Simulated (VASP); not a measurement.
# Ge (R-3m) in VASP: relaxation of the atoms with PBE

Aim: the relaxation of the atoms of Ge with PBE.

All numbers are computed with VASP 6.6.1; they aren't measurements. Logs are shortened: lines on timing, memory, paths and dates and some standing lists are left out, and cuts for length are marked.

**1. The cell of the first run**

The structure is trigonal, space group R-3m (No. 166). The conventional cell has a = 4.053 Å, b = 4.053 Å, c = 10.178 Å, α = 90.00°, β = 90.00°, γ = 120.00°. Ge (site symmetry 3m) has 4 Ge at 2.49 to 2.54 Å within 3.3 Å.

**2. Relaxation of the atoms, PBE (strained cell)**

The input, INCAR:

```
ALGO = Normal ; EDIFF = 1E-7
EDIFFG = -0.002 ; ENCUT = 450
GGA = PE ; GGA_COMPAT = False
IBRION = 2 ; ISIF = 2
ISMEAR = 0 ; LASPH = True
LCHARG = False ; LREAL = False
LWAVE = False ; NELM = 120
NELMIN = 4 ; NSW = 60
PREC = Accurate ; SIGMA = 0.1
```

The input, KPOINTS:

```
k-points
0
Gamma
  12 12 12
```

The input, POSCAR:

```
Ge
1.0
    0.0480084565      2.9141133114      2.9141133114
    2.9141133114      0.0480084565      2.9141133114
    2.9141133114      2.9141133114      0.0480084565
Ge
2
Direct
    0.0000000000      0.0000000000      0.0000000000
    0.2500000000      0.2500000000      0.2500000000
```

Potentials or basis: VASP PAW PBE potentials, release 64 (Ge_d).

The run is started by

```console
$ cat potpaw_PBE.64/Ge_d/POTCAR > POTCAR
$ mpirun -np 1 vasp_std > vasp.out
```

OUTCAR:

```text
EDIFF = 1E-7
   EDIFFG = -0.002
   ENCUT = 450
   GGA = PE
   IBRION = 2
   ISIF = 2
   ISMEAR = 0
   LASPH = True
   LREAL = False
   NELM = 120
   NELMIN = 4
   NSW = 60
   PREC = Accurate

 ion  position               nearest neighbor table
   1  0.000  0.000  0.000-   2 2.49   2 2.49   2 2.49   2 2.54
   2  0.250  0.250  0.250-   1 2.49   1 2.49   1 2.49   1 2.54

  LATTYP: Found a trigonal (rhomboedric) cell.
 ALAT       =     4.1214581880
 COS(alpha) =     0.5164043864

  Lattice vectors:

 A1 = (   0.0480084565,   2.9141133114,   2.9141133114)
 A2 = (   2.9141133114,   0.0480084565,   2.9141133114)
 A3 = (   2.9141133114,   2.9141133114,   0.0480084565)

Analysis of symmetry for initial positions (statically):
=====================================================================
 Subroutine PRICEL returns:
 Original cell was already a primitive cell.

 Routine SETGRP: Setting up the symmetry group for a
 trigonal (rhombohedral) supercell.

 Subroutine GETGRP returns: Found 12 space group operations
 (whereof  6 operations were pure point group operations)
 out of a pool of 12 trial point group operations.

The static configuration has the point symmetry C_3v.
 The point group associated with its full space group is D_3d.

Analysis of symmetry for dynamics (positions and initial velocities):
=====================================================================
 Subroutine PRICEL returns:
 Original cell was already a primitive cell.

 Routine SETGRP: Setting up the symmetry group for a
 trigonal (rhombohedral) supercell.

 Subroutine GETGRP returns: Found 12 space group operations
 (whereof  6 operations were pure point group operations)
 out of a pool of 12 trial point group operations.

The dynamic configuration has the point symmetry C_3v.
 The point group associated with its full space group is D_3d.

 Subroutine INISYM returns: Found 12 space group operations
 (whereof  6 operations are pure point group operations),
 and found     1 'primitive' translations

----------------------------------------------------------------------------------------

                                     Primitive cell

  volume of cell :      48.2707

  direct lattice vectors                    reciprocal lattice vectors
     0.048008456  2.914113311  2.914113311    -0.175878062  0.173027526  0.173027526
     2.914113311  0.048008456  2.914113311     0.173027526 -0.175878062  0.173027526
     2.914113311  2.914113311  0.048008456     0.173027526  0.173027526 -0.175878062

  length of vectors
     4.121458188  4.121458188  4.121458188     0.301347212  0.301347212  0.301347212

  position of ions in fractional coordinates (direct lattice)
     0.000000000  0.000000000  0.000000000
     0.250000000  0.250000000  0.250000000

  ion indices of the primitive-cell ions
   primitive index   ion index
                 1           1
                 2           2

----------------------------------------------------------------------------------------

 KPOINTS: k-points

Automatic generation of k-mesh.
 Grid dimensions read from file:
 generate k-points for:   12   12   12

 Generating k-lattice:

  Cartesian coordinates                     Fractional coordinates (reciprocal lattice)
    -0.014656505  0.014418961  0.014418961     0.083333333  0.000000000  0.000000000
     0.014418961 -0.014656505  0.014418961     0.000000000  0.083333333  0.000000000
     0.014418961  0.014418961 -0.014656505     0.000000000  0.000000000  0.083333333

  Length of vectors
     0.025112268  0.025112268  0.025112268

  Shift w.r.t. Gamma in fractional coordinates (k-lattice)
     0.000000000  0.000000000  0.000000000

 Subroutine IBZKPT returns following result:
 ===========================================

 Found    189 irreducible k-points:

 Following reciprocal coordinates:
            Coordinates               Weight
  0.000000  0.000000  0.000000      1.000000
  0.083333 -0.000000 -0.000000      6.000000
  0.166667  0.000000  0.000000      6.000000
  0.250000  0.000000 -0.000000      6.000000
  0.333333 -0.000000 -0.000000      6.000000
  0.416667 -0.000000 -0.000000      6.000000
[... 16 lines left out ...]
  0.500000  0.166667 -0.000000     12.000000
 -0.416667  0.166667  0.000000     12.000000
 [... further k-points ...]
   k-points           NKPTS =    189   k-points in BZ     NKDIM =    189   number of bands    NBANDS=     18
   number of dos      NEDOS =    301   number of ions     NIONS =      2
   total plane-waves  NPLWV =  27000
   dimension x,y,z NGX =    30 NGY =   30 NGZ =   30
   dimension x,y,z NGXF=    60 NGYF=   60 NGZF=   60
   ions per type =               2
   NGX,Y,Z   is equivalent  to a cutoff of  12.10, 12.10, 12.10 a.u.
   NGXF,Y,Z  is equivalent  to a cutoff of  24.20, 24.20, 24.20 a.u.
 SYSTEM =  unknown system
   PREC   = accura    normal or accurate (medium, high low for compatibility)
   ISTART =      0    job   : 0-new  1-cont  2-samecut
   ICHARG =      2    charge: 1-file 2-atom 10-const
   ISPIN  =      1    spin polarized calculation?
   LNONCOLLINEAR =      F non collinear calculations
   LSORBIT =      F    spin-orbit coupling
   LASPH  =      T    aspherical Exc in radial PAW
   ENCUT  =  450.0 eV  33.07 Ry    5.75 a.u.   7.13  7.13  7.13*2*pi/ulx,y,z
   NELM   =    120;   NELMIN=  4; NELMDL= -5     # of ELM steps
   EDIFF  = 0.1E-06   stopping-criterion for ELM
   LREAL  =      F    real-space projection
   EDIFFG = -.2E-02   stopping-criterion for IOM
   NSW    =     60    number of steps for IOM
   IBRION =      2    ionic relax: 0-MD 1-quasi-New 2-CG
   NFREE  =      1    steps in history (QN), initial steepest desc. (CG)
   ISIF   =      2    stress and relaxation
   ISYM   =      2    0-nonsym 1-usesym 2-fastsym
   POTIM  = 0.5000    time-step for ionic-motion
   TEBEG  =    0.0;   TEEND  =   0.0 temperature during run
   PSTRESS=    0.0 pullay stress
   NELECT =      28.0000    total number of electrons
   NUPDOWN=      -1.0000    fix difference up-down
   EMIN   =  10.00;   EMAX   =-10.00  energy-range for DOS
   EFERMI =   0.00;   METHOD = LEGACY
   ISMEAR =     0;   SIGMA  =   0.10  broadening in eV -4-tet -1-fermi 0-gaus
   EFERMI_NEDOS =   21; number of points for ismear=-14 and -15
   IALGO  =     38    algorithm
   IMIX   =      4    mixing-type and parameters
     AMIX     =   0.40;   BMIX     =  1.00
     AMIX_MAG =   1.60;   BMIX_MAG =  1.00
  volume/ion in A,a.u.               =      24.14       162.87
  Fermi-wavevector in a.u.,A,eV,Ry     =   1.365316  2.580072 25.362441  1.864087
  Thomas-Fermi vector in A             =   2.491555
   LORBIT       =      0    0 simple, 1 ext, 2 COOP (PROOUT), +10 PAW based schemes
   GGA     = PE    functional components
   LHFCALC =     F    Hartree Fock is set to
   AEXX    =    0.0000 exact exchange contribution
   IVDW    =     0    specifies the selected vdW correction
   LEPSILON=     F    determine dielectric tensor
   LRPA    =     F    only Hartree local field effects (RPA)
 conjugate gradient relaxation of ions
 non-spin polarized calculation
 Gauss-broadening in eV      SIGMA  =   0.10
  energy-cutoff  :      450.00
  volume of cell :       48.27
 maximum number of plane-waves:      1064
 NGX is ok and might be reduce to    30
   NGX = 15   NGY = 15   NGZ = 15

--------------------------------------- Ionic step        1  -------------------------------------------

 number of electron      27.9999985 magnetization

 Free energy of the ion-electron system (eV)
  ---------------------------------------------------
  ext. energy  EPLUGINS =         0.00000000
  ---------------------------------------------------
  free energy    TOTEN  =        -9.02593134 eV

  energy without entropy =       -9.02527444  energy(sigma->0) =       -9.02560289

------------------------ aborting loop because EDIFF is reached ----------------------------------------

  FORCE on cell =-STRESS in cart. coord.  units (eV):
  Direction    XX          YY          ZZ          XY          YZ          ZX
  --------------------------------------------------------------------------------------
  -------------------------------------------------------------------------------------
  Total       -0.2285961     -0.2285961     -0.2285961     -0.3348622     -0.3348622     -0.3348622
  in kB       -7.5874554     -7.5874554     -7.5874554    -11.1145892    -11.1145892    -11.1145892
  external PRESSURE =      -7.5874554 kB  Pullay stress =       0.0000000 kB

 VOLUME and BASIS-vectors are now :
 -----------------------------------------------------------------------------
  energy-cutoff  :      450.00
  volume of cell :       48.27
      direct lattice vectors                 reciprocal lattice vectors
     0.048008456  2.914113311  2.914113311    -0.175878062  0.173027526  0.173027526
     2.914113311  0.048008456  2.914113311     0.173027526 -0.175878062  0.173027526
     2.914113311  2.914113311  0.048008456     0.173027526  0.173027526 -0.175878062
[... 37 lines left out ...]
 POSITION                                       TOTAL-FORCE (eV/Angst)
 -----------------------------------------------------------------------------------
      0.00515      0.00515      0.00515         0.015470      0.015470      0.015470
      1.46390      1.46390      1.46390        -0.015470     -0.015470     -0.015470
 -----------------------------------------------------------------------------------
    total drift:                               -0.000000     -0.000000      0.000000

  FREE ENERGIE OF THE ION-ELECTRON SYSTEM (eV)
  ---------------------------------------------------
  free  energy   TOTEN  =        -9.0278395021 eV

  energy  without entropy=       -9.0271156739  energy(sigma->0) =       -9.02747759

--------------------------------------- Ionic step        3  -------------------------------------------

 number of electron      27.9999991 magnetization

 Free energy of the ion-electron system (eV)
  ---------------------------------------------------
  ext. energy  EPLUGINS =         0.00000000
  ---------------------------------------------------
  free energy    TOTEN  =        -9.02787833 eV

  energy without entropy =       -9.02714658  energy(sigma->0) =       -9.02751246

 E-fermi :   4.3479     XC(G=0):  -9.6261

 val. band max:        4.3102720760   @ k =   0.0833   0.0833   0.0833
 cond. band min:       4.3602173077   @ k =   0.4167  -0.0000  -0.0000
 fundamental gap:      0.0499452317
 Fermi energy:         4.3478662606

 k-point     1 :       0.0000    0.0000    0.0000
  band No.  band energies     occupation
      1     -20.3530      2.00000
      2     -20.3530      2.00000
      3     -20.3371      2.00000
      4     -20.3162      2.00000
      5     -20.3162      2.00000
      6     -20.1508      2.00000
[... 10 lines left out ...]
     17       6.9912      0.00000
     18       6.9912      0.00000
[... 463 lines left out ...]
 k-point    24 :      -0.4167    0.1667    0.0000
  band No.  band energies     occupation
      1     -20.3830      2.00000
      2     -20.3699      2.00000
      3     -20.3138      2.00000
      4     -20.2685      2.00000
      5     -20.2635      2.00000
      6     -20.1901      2.00000
[... 10 lines left out ...]
     17       8.9729      0.00000
     18      11.7091      0.00000

 [... further k-points ...]

------------------------ aborting loop because EDIFF is reached ----------------------------------------

  FORCE on cell =-STRESS in cart. coord.  units (eV):
  Direction    XX          YY          ZZ          XY          YZ          ZX
  --------------------------------------------------------------------------------------
  -------------------------------------------------------------------------------------
  Total       -0.2460114     -0.2460114     -0.2460114     -0.2612886     -0.2612886     -0.2612886
  in kB       -8.1654955     -8.1654955     -8.1654955     -8.6725669     -8.6725669     -8.6725669
  external PRESSURE =      -8.1654955 kB  Pullay stress =       0.0000000 kB

 VOLUME and BASIS-vectors are now :
 -----------------------------------------------------------------------------
  energy-cutoff  :      450.00
  volume of cell :       48.27
      direct lattice vectors                 reciprocal lattice vectors
     0.048008456  2.914113311  2.914113311    -0.175878062  0.173027526  0.173027526
     2.914113311  0.048008456  2.914113311     0.173027526 -0.175878062  0.173027526
     2.914113311  2.914113311  0.048008456     0.173027526  0.173027526 -0.175878062

 POSITION                                       TOTAL-FORCE (eV/Angst)
 -----------------------------------------------------------------------------------
      0.00599      0.00599      0.00599        -0.000244     -0.000244     -0.000244
      1.46307      1.46307      1.46307         0.000244      0.000244      0.000244
 -----------------------------------------------------------------------------------
    total drift:                                0.000000      0.000000      0.000000

  FREE ENERGIE OF THE ION-ELECTRON SYSTEM (eV)
  ---------------------------------------------------
  free  energy   TOTEN  =        -9.0278783320 eV

  energy  without entropy=       -9.0271465817  energy(sigma->0) =       -9.02751246

 reached required accuracy - stopping structural energy minimisation
```

It took 6.8 min on 1 thread of Intel Xeon 8259CL, shared host; peak memory 0.25 GiB.

Results:

- Free energy: -9.0279 eV
- Energy gained by relaxing: 1.0 meV/atom
- Ionic steps: 3
- Pressure after relaxing: -0.8 GPa
- Band gap on the k mesh: zero (bands 14 and 15 overlap by 0.15 eV)

Stress tensor (GPa, compression positive):
```
-0.82 -0.87 -0.87
-0.87 -0.82 -0.87
-0.87 -0.87 -0.82
```

The path:
```csv
step,energy change (eV),largest force (eV/Å),pressure (GPa)
1,0.0000,0.1851,-0.76
2,-0.0019,0.0268,-0.80
3,-0.0019,0.0004,-0.82
```

Final structure:
```
CELL_PARAMETERS angstrom
0.04801 2.91411 2.91411
2.91411 0.04801 2.91411
2.91411 2.91411 0.04801
ATOMIC_POSITIONS crystal
Ge 0.00102 0.00102 0.00102
Ge 0.24898 0.24898 0.24898
```

Levels at points of the mesh, in eV from the Fermi level:
```
           k point  band 12  band 13  band 14  band 15  band 16  band 17
(0.00, 0.00, 0.00)    -0.52    -0.09     0.10     0.10     2.44     2.64
(0.50, 0.00, 0.00)    -7.27    -1.35    -1.26    -0.05     3.68     3.77
(0.50, 0.50, 0.00)    -8.57    -2.91    -2.72     0.75     0.99     8.97
(0.50, 0.50, 0.50)    -7.30    -1.15    -1.15     0.28     3.85     3.85
```

Caveat: the cell differs from its parent crystal (strained cell); semilocal functionals underestimate gaps, so a narrow gap can read as zero.
